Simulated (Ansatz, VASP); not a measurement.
**Li2S in VASP and in Ansatz**

```
CELL_PARAMETERS angstrom
0.00000 2.88106 2.88106
2.88106 0.00000 2.88106
2.88106 2.88106 0.00000
ATOMIC_POSITIONS crystal
Li 0.25000 0.25000 0.25000
Li 0.75000 0.75000 0.75000
S 0.00000 0.00000 0.00000
```

Alike in both runs: task single point; functional PBE; k mesh 8 × 8 × 8; occupations gaussian, width 0.02 eV; no spin polarisation.

```csv
,VASP,Ansatz
version,VASP 6.6.1,Ansatz 0.2.0
potentials or method,"VASP PAW PBE potentials, release 64 (Li_sv, S), cutoff 750 eV","scalar-relativistic, plane waves, PAW"
valence electrons in the cell,12,12
```

|  | VASP | Ansatz | Ansatz less VASP |
| --- | --- | --- | --- |
| gap on the k mesh at the Fermi level (eV) | 3.41 | 3.41 | +0.005 |
| least direct gap on the mesh (eV) | 4.10 | 4.10 | +0.001 |
| pressure (GPa) | -1.4 | -1.1 | +0.23 |

With one functional, cell and mesh, what is left measures potentials, basis and numerics.
